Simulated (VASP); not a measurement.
A run of VASP 6.6.1 is set up as follows.

INCAR

```
SYSTEM = BN
PREC = Accurate ; ENCUT = 520
EDIFF = 1E-7 ; ISMEAR = 0
SIGMA = 0.01 ; LREAL = .False.
LASPH = .True. ; NELM = 100
ALGO = Normal ; ISIF = 2
LWAVE = .False. ; LCHARG = .False.
GGA = PS ; NBANDS = 11
```

Contents of KPOINTS:

```
Automatic mesh
0
Gamma
  10 10 10
  0 0 0
```

File POSCAR:

```
BN
1.0
    1.2594075962      0.7271193182      3.3952723649
   -1.2594075962      0.7271193182      3.3952723649
    0.0000000000     -1.4542386364      3.3952723649
B N
1 1
Direct
    0.9996712000      0.9996712000      0.9996712000
    0.3327618000      0.3327618000      0.3327618000
```

Potentials or basis: VASP PAW PBE potentials, release 64 (B, N).

Launch:

```sh
$ cat potpaw_PBE.64/B/POTCAR potpaw_PBE.64/N/POTCAR > POTCAR
$ mpirun -np 1 vasp_std > vasp.out
```

Question: Predict the largest force.

Answer: 0.004 eV/Å.

Question: Predict the pressure.

Answer: -3.6 GPa.

Question: What does it give for the band gap on the k mesh?

Answer: 4.12 eV, indirect (least direct gap 4.78 eV).

Stress tensor (GPa, compression positive):
```
-5.51  0.00  0.00
 0.00 -5.51  0.00
 0.00  0.00  0.21
```

Caveat: the PAW data sets were made with another functional, which shifts forces and pressure a little. PBEsol gaps usually lie below the measured ones, often by a third to a half.
